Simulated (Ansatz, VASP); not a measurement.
# One calculation of Ta, two programs

Contents of INCAR:

```
SYSTEM = Ta
  ALGO = Normal
  EDIFF = 1E-6
  ENCUT = 500
  GGA = PE
  GGA_COMPAT = .False.
  ISIF = 2
  ISMEAR = -1
  LASPH = .True.
  LCHARG = .False.
  LREAL = .False.
  LWAVE = .False.
  NBANDS = 18
  NELM = 120
  PREC = Accurate
  SIGMA = 0.1
```

File KPOINTS:

```
k-points
0
Gamma
  6 6 6
  0 0 0
```

File POSCAR:

```
Ta
1.0
    3.3200000000      0.0000000000      0.0000000000
    0.0000000000      3.3200000000      0.0000000000
    0.0000000000      0.0000000000      3.3200000000
Ta
2
Direct
    0.0000000000      0.0000000000      0.0000000000
    0.5000000000      0.5000000000      0.5400000000
```

Input for Ansatz:

```yaml
crystal:
  lattice:
  - [3.32, 0, 0]
  - [0, 3.32, 0]
  - [0, 0, 3.32]
  atoms:
  - symbol: Ta
    position: [0, 0, 0]
  - symbol: Ta
    position: [0.5, 0.5, 0.54]
kpoints:
  mp_grid:
    grid: [6, 6, 6]
    shift: [0, 0, 0]
hamiltonian:
  xc: pbe
  dispersion: none
  pseudopotentials:
    kind: all_electron
    lapw: {basis_error: 0.025 meV}
scf:
  occupations: {method: fermi_dirac, width: 0.1 eV}
  convergence: {dr2_threshold: 1e-10 eV}
output: {forces: true, stress: true}
```

Alike in both runs: task single point; functional PBE; k mesh 6 × 6 × 6; no spin polarisation.

```csv
,VASP,Ansatz
version,VASP 6.6.1,Ansatz 0.2 development build
potentials or method,"VASP PAW PBE potentials, release 64 (Ta_pv), cutoff 500 eV","all-electron full-potential LAPW, scalar-relativistic"
occupations,"fermi-dirac, width 0.1 eV",fermi-dirac
```

```tsv
	VASP	Ansatz	Ansatz less VASP
pressure (GPa)	1.5	1.3	-0.17
traceless stress, the component that is largest in VASP (GPa)	-1.41	-1.41	+0.004
rms of the force components (eV/Å)	0.651	0.651	-0.0003
```

Atom by atom the forces differ by 0.000 eV/Å (rms over components). Ansatz ran all-electron here, and VASP with PAW potentials.

Neither program's run includes spin-orbit coupling.
